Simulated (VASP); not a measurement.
## O2: single point with PBEsol

Molecule: O2, in a box.

```xyz
2
Lattice="9.0000 0.0000 0.0000 0.0000 9.5000 0.0000 0.0000 0.0000 10.0000" Properties=species:S:1:pos:R:3 pbc="T T T"
O     4.5000    4.7500    4.3949
O     4.5000    4.7500    5.6051
```

```json
{"Program": "VASP 6.6.1", "Task": "single point", "Functional": "PBEsol", "Potentials or basis": "VASP PAW PBE potentials, release 64 (O_h)", "Cutoff": "910 eV", "k mesh": "1 × 1 × 1", "Occupations": "gaussian, width 0.05 eV", "Spin": "collinear spin, ferromagnetic start", "Starting moments": "[1.0, 1.0] μB"}
```

| Quantity | Value |
| --- | --- |
| Largest force | 0.195 eV/Å |
| Gap between the frontier levels | 2.27 eV |
| Net moment | 2.00 μB per cell |
| Site moments | O +0.62 μB |
| Valence electrons inside the program's atomic spheres | O 3.30 |

Forces on the atoms (eV/Å):
```
O    0.000  0.000 -0.195
O    0.000  0.000  0.195
```

Levels at points of the mesh, in eV from the valence-band top:
Spin up:
| k point | band 4 | band 5 | band 6 | band 7 | band 8 | band 9 | band 10 | band 11 |
| --- | --- | --- | --- | --- | --- | --- | --- | --- |
| (0.00, 0.00, 0.00) | -6.75 | -6.75 | 0.00 | 0.00 | 6.33 | 7.56 | 7.89 | 7.89 |
Spin down:
```
           k point  band 2  band 3  band 4  band 5  band 6  band 7  band 8  band 9
(0.00, 0.00, 0.00)  -11.87   -5.78   -4.91   -4.91    2.27    2.27    6.44    7.78
```

Run time: 4.6 min on 1 thread of Intel(R) Xeon(R) Platinum 8259CL CPU @ 2.50GHz (Skylake/Cascade Lake), on a shared host, peak memory 1.8 GiB.

Caveat: the PAW data sets were made with another functional, which shifts forces and pressure a little.
